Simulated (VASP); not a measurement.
Write the native input for VASP 6.6.1 that does the following.

```yaml
Task: single point
Functional: PBE
Potentials_or_basis: VASP PAW PBE potentials, release 64 (Sc_sv)
Cutoff: 520 eV
k_mesh: 18 × 18 × 10
Occupations: gaussian, width 0.15 eV
Spin: no spin polarisation
Dipole_correction: no
Further_INCAR_settings: ALGO = Fast; EDIFF = 1e-06; NBANDS = 18
```

The structure of Sc lies in POSCAR:

```
Sc
1.0
    3.4080618342      0.0000000000      0.0000000000
   -1.7040309171      2.9514681261      0.0000000000
    0.0000000000      0.0000000000      5.2680000000
Sc
2
Direct
    0.3333333333      0.6666666667      0.2500000000
    0.6666666667      0.3333333333      0.7500000000
```

This cell differs from its parent crystal: strain +0.030 along x and y, +0.000 along z.

The input as run:

INCAR

```
ALGO = Fast ; EDIFF = 1E-6
ENCUT = 520 ; GGA = PE
ISIF = 2 ; ISMEAR = 0
LASPH = T ; LCHARG = F
LREAL = F ; LWAVE = F
NBANDS = 18 ; NELM = 80
PREC = Accurate ; SIGMA = 0.15
```

KPOINTS

```
k-points
0
Gamma
  18 18 10
```

Potentials or basis: VASP PAW PBE potentials, release 64 (Sc_sv).

Command:

```console
$ cat potpaw_PBE.64/Sc_sv/POTCAR > POTCAR
$ mpirun -np 1 vasp_std > vasp.out
```

It gave:

```json
{"Pressure": "-3.4 GPa", "Band gap on the k mesh": "zero (bands 11 and 12 overlap by 1.39 eV)"}
```

Caveat: the cell differs from its parent crystal (strain +0.030 along x and y, +0.000 along z); the cell stands under tension.

Wall time 7 min on 1 thread of Intel Xeon 8259CL (shared host), peak memory 0.31 GiB.
